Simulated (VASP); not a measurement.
Set up this calculation in VASP 6.6.1, as the native input.

```
Task                   : electric field gradients
Functional             : PBEsol
Potentials or basis    : VASP PAW PBE potentials, release 64 (Sn_d, Te)
Cutoff                 : 520 eV
k mesh                 : 11 × 11 × 11
Occupations            : fermi-dirac, width 0.08 eV
Spin                   : no spin polarisation
Dipole correction      : no
Further INCAR settings : ALGO = Normal; EDIFF = 1e-08; NBANDS = 17
```

The structure of SnTe lies in POSCAR:

```
SnTe
1.0
    0.0000000000      3.1249350000      3.1565000000
    3.1249350000      0.0000000000      3.1565000000
    3.1249350000      3.1249350000      0.0000000000
Sn Te
1 1
Direct
    0.0000000000      0.0000000000      0.0000000000
    0.5000000000      0.5000000000      0.5000000000
```

This cell differs from its parent crystal: equal xx and yy strain of -1 %.

These files were run (other wordings do the same):

INCAR

```
PREC     = Accurate       # precision mode
ENCUT    = 520            # plane-wave cutoff, eV
EDIFF    = 1E-8           # SCF threshold, eV
ISMEAR   = -1             # smearing method
SIGMA    = 0.08           # smearing width, eV
LREAL    = F              # projectors in reciprocal space
LASPH    = T              # aspherical terms in the spheres
NELM     = 60             # most SCF steps
ALGO     = Normal         # electronic algorithm
ISIF     = 2              # what is computed and relaxed
LWAVE    = F              # write WAVECAR
LCHARG   = F              # write CHGCAR
GGA      = PS             # functional
LEFG     = T            
NBANDS   = 17             # bands
```

KPOINTS

```
regular mesh
0
Gamma
  11 11 11
```

Potentials or basis: VASP PAW PBE potentials, release 64 (Sn_d, Te).

Launch:

```console
$ cat potpaw_PBE.64/Sn_d/POTCAR potpaw_PBE.64/Te/POTCAR > POTCAR
$ mpirun -np 1 vasp_std > vasp.out
```

It gave:

| Property | Result |
| --- | --- |
| Pressure | 0.4 GPa |
| Band gap on the k mesh | 0.44 eV |
| Largest electric field gradient by atom | Sn +14.8; Te +4.0 V/Å² |

Caveat: the cell differs from its parent crystal (equal xx and yy strain of -1 %); without QUAD_EFG the Cq values of the log hold for a quadrupole moment of 1 mb, not for the nuclei; the PAW data sets were made with another functional, which shifts forces and pressure a little; spin-orbit coupling is left out, which moves the levels of the heavy elements; an odd mesh through Γ misses points on the zone boundary, where band edges can lie.

It took 2 min on 1 thread of Intel(R) Xeon(R) Platinum 8259CL CPU @ 2.50GHz (Skylake/Cascade Lake), on a shared host, peak memory 0.29 GiB.
